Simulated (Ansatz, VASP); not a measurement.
## HfC in VASP and in Ansatz

INCAR

```
PREC = Accurate
ENCUT = 600
EDIFF = 1E-6
ISMEAR = 0
SIGMA = 0.15
LREAL = False
LASPH = True
NELM = 120
ALGO = Normal
ISIF = 2
LWAVE = False
LCHARG = True
GGA = PE
LELF = True
LVHAR = True
NBANDS = 14
GGA_COMPAT = False
```

KPOINTS

```
Automatic mesh
0
Gamma
  18 18 18
```

The input POSCAR:

```
HfC
1.0
    0.0000000000      2.3250000000      2.3250000000
    2.3250000000      0.0000000000      2.3250000000
    2.3250000000      2.3250000000      0.0000000000
Hf C
1 1
Direct
    0.5000000000      0.4569892473      0.5000000000
    0.0000000000      0.0000000000      0.0000000000
```

Input for Ansatz:

```yaml
crystal:
  lattice:
    - [0.0, 2.325, 2.325]
    - [2.325, 0.0, 2.325]
    - [2.325, 2.325, 0.0]
  atoms:
    - { symbol: Hf, position: [0.5, 0.4569892473, 0.5] }
    - { symbol: C, position: [0.0, 0.0, 0.0] }
basis:
  ecutwfc: 420
kpoints:
  mp_grid: { grid: [18, 18, 18] }
hamiltonian:
  xc: pbe
scf:
  occupations: { method: gaussian, width: 0.15 }
output:
  forces: true
  stress: true
  eigenvalues: true
```

Alike in both runs: task single point; functional PBE; k mesh 18 × 18 × 18; occupations gaussian, width 0.15 eV; no spin polarisation.

|  | VASP | Ansatz |
| --- | --- | --- |
| version | VASP 6.6.1 | Ansatz 0.2.0 |
| potentials or method | VASP PAW PBE potentials, release 64 (Hf_pv, C), cutoff 600 eV | scalar-relativistic, plane waves, PAW |
| valence electrons in the cell | 14 | 30 |

VASP gave:

| Property | Result |
| --- | --- |
| gap on the k mesh at the Fermi level (eV) | none |
| pressure (GPa) | 1.2 |
| traceless stress, the component that is largest in VASP (GPa) | -2.02 |
| rms of the force components (eV/Å) | 0.578 |

Problem. What did Ansatz give for the same quantities?

Solution. gap on the k mesh at the Fermi level (eV): none; pressure (GPa): 2.0; traceless stress, the component that is largest in VASP (GPa): -1.98; rms of the force components (eV/Å): 0.585.

Atom by atom the forces differ by 0.007 eV/Å (rms over components). A gap of «none» marks a metal or a gap that the smearing closes. The functional is the same, so the differences come from potentials, cutoffs and numerics. VASP's potentials hold 14 valence electrons a cell and Ansatz's 30, so a difference there can come from the potentials and not from the codes.

Neither program's run includes spin-orbit coupling.
